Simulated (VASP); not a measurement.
SnO2: single point with HSE06

SnO2:

```
Sn O
1.0
     0.00000    2.53347    2.53347
     2.53347    0.00000    2.53347
     2.53347    2.53347    0.00000
Sn O
1 2
Direct
  0.00000 0.00000 0.00000
  0.25000 0.25000 0.25000
  0.75000 0.75000 0.75000
```

```yaml
Program: VASP 6.6.1
Task: single point
Functional: HSE06
Potentials_or_basis: VASP PAW PBE potentials, release 64 (Sn_d, O)
Cutoff: 520 eV
k_mesh: 6 × 6 × 6
Occupations: gaussian, width 0.01 eV
Spin: no spin polarisation
Dipole_correction: no
Grid_for_exact_exchange_PRECFOCK: Normal
Further_INCAR_settings: ALGO = Normal; EDIFF = 1e-06; NBANDS = 20
Share_of_exact_exchange: 0.25
Screening_parameter: 0.2079 1/Å
```

| Property | Result |
| --- | --- |
| Pressure | -1.8 GPa |
| Band gap on the k mesh | 1.69 eV (least direct gap 3.16 eV) |

Levels at points of the mesh, in eV from the valence-band top:
```csv
k point,band 11,band 12,band 13,band 14,band 15,band 16
"(0.00, 0.00, 0.00)",-1.46,-1.46,-1.46,1.69,8.81,8.81
"(0.50, 0.00, 0.00)",-3.66,-2.31,-2.31,6.64,9.79,12.45
"(0.50, 0.50, 0.00)",-0.19,-0.19,-0.12,4.86,8.99,11.79
```

Run time: 67 min on 1 thread of Intel(R) Xeon(R) Platinum 8375C CPU @ 2.90GHz (Ice Lake) (shared host), peak memory 0.27 GiB.

Caveat: the structure was generated, so it needn't be the stable form of SnO2; the PAW data sets were made with another functional, which shifts forces and pressure a little; spin-orbit coupling is left out, which moves the levels of the heavy elements. A k mesh can miss the band edges.
